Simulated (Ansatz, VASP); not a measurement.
**FeB4 in VASP and in Ansatz**

```
CELL_PARAMETERS angstrom
4.42889 0.00000 0.00000
0.00000 5.22760 0.00000
0.00000 0.00000 2.96323
ATOMIC_POSITIONS crystal
Fe 0.00000 0.00000 0.00000
Fe 0.50000 0.50000 0.50000
B 0.24956 0.31224 0.00000
B 0.75044 0.68776 0.00000
B 0.74956 0.18776 0.50000
B 0.25044 0.81224 0.50000
B 0.33712 0.12615 0.50000
B 0.66288 0.87385 0.50000
B 0.83712 0.37385 0.00000
B 0.16288 0.62615 0.00000
```

Alike in both runs: functional LDA; k mesh 4 × 4 × 6; occupations gaussian, width 0.1 eV; no spin polarisation.

Ansatz relaxed the structure, and its values are those at the end. VASP's run is a single point on that final structure, the one shown.

|  | VASP | Ansatz |
| --- | --- | --- |
| version | VASP 6.6.1 | Ansatz 0.2.0 |
| potentials or method | VASP PAW LDA potentials, release 64 (Fe, B), cutoff 520 eV | scalar-relativistic, plane waves, PAW |
| valence electrons in the cell | 40 | 56 |

|  | VASP | Ansatz | Ansatz less VASP |
| --- | --- | --- | --- |
| gap on the k mesh at the Fermi level (eV) | none | none | - |
| pressure (GPa) | 1.0 | -0.1 | -1.08 |
| rms of the force components (eV/Å) | 0.024 | 0.017 | -0.0074 |

LDA's correlation is that of Perdew and Zunger in VASP and of Perdew and Wang (1992) in Ansatz. A gap of «none» marks a metal or a gap that the smearing closes. VASP's potentials hold 40 valence electrons a cell and Ansatz's 56, so a difference there can come from the potentials and not from the codes.
